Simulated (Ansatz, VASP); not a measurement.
## CuWN2: VASP beside Ansatz

```xyz
4
Lattice="4.2045 0.0000 0.0000 -2.1023 3.6412 0.0000 0.0000 0.0000 3.3155" Properties=species:S:1:pos:R:3 pbc="T T T"
Cu    0.0000    2.4275    0.0000
W     0.0000    0.0000    0.0000
N     0.0000    2.4275    1.6578
N     2.1023    1.2137    1.6578
```

Alike in both runs: functional PBE; k mesh 12 × 12 × 14; occupations gaussian, width 0.1 eV; no spin polarisation.

Ansatz relaxed the structure, and its values are those at the end. VASP's run is a single point on that final structure, the one shown.

|  | VASP | Ansatz |
| --- | --- | --- |
| version | VASP 6.6.1 | Ansatz 0.2.0 |
| potentials or method | VASP PAW PBE potentials, release 64 (Cu, W_sv, N), cutoff 520 eV | scalar-relativistic, plane waves, PAW |
| valence electrons in the cell | 35 | 43 |

```tsv
	VASP	Ansatz	Ansatz less VASP
gap on the k mesh at the Fermi level (eV)	none	none	-
pressure (GPa)	0.0	0.0	-0.01
```

A gap of «none» marks a metal or a gap that the smearing closes. VASP's potentials hold 35 valence electrons a cell and Ansatz's 43, so a difference there can come from the potentials and not from the codes.

Neither program's run includes spin-orbit coupling.
